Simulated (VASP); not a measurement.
ZrS: single point with r2SCAN

The system is ZrS.

```
CELL_PARAMETERS angstrom
0.00000 2.58607 2.58607
2.58607 0.00000 2.58607
2.58607 2.58607 0.00000
ATOMIC_POSITIONS crystal
Zr 0.00000 0.00000 0.00000
S 0.50000 0.50000 0.50000
```

This cell differs from its parent crystal: volume scaled by 0.97.

```yaml
Program: VASP 6.6.1
Task: single point
Functional: r2SCAN
Potentials_or_basis: VASP PAW PBE potentials, release 64 (Zr_sv, S)
Cutoff: 520 eV
k_mesh: 14 × 14 × 14
Occupations: gaussian, width 0.1 eV
Spin: no spin polarisation
```

```json
{
  "Pressure": "4.5 GPa",
  "Band gap on the k mesh": "zero (band 9 reaches 13.11 eV, above the bottom of band 10 at 9.98 eV)"
}
```

Levels at points of the mesh, in eV from the Fermi level:
```
           k point  band 6  band 7  band 8  band 9  band 10  band 11  band 12  band 13
(0.00, 0.00, 0.00)   -4.01   -4.01   -4.01   -1.54    -1.54    -1.54    -0.76    -0.76
(0.50, 0.00, 0.00)   -8.75   -6.64   -6.64    1.60     1.60     2.00     2.11     6.11
(0.50, 0.50, 0.00)   -6.85   -4.99   -4.99   -3.76     0.54     2.56     2.56     3.25
```

It took 2.2 min on 1 thread of AMD EPYC 9R45 96-Core Processor (Zen 5), on a shared host, peak memory 0.17 GiB.

Caveat: the PAW data sets were made with another functional, which shifts forces and pressure a little.
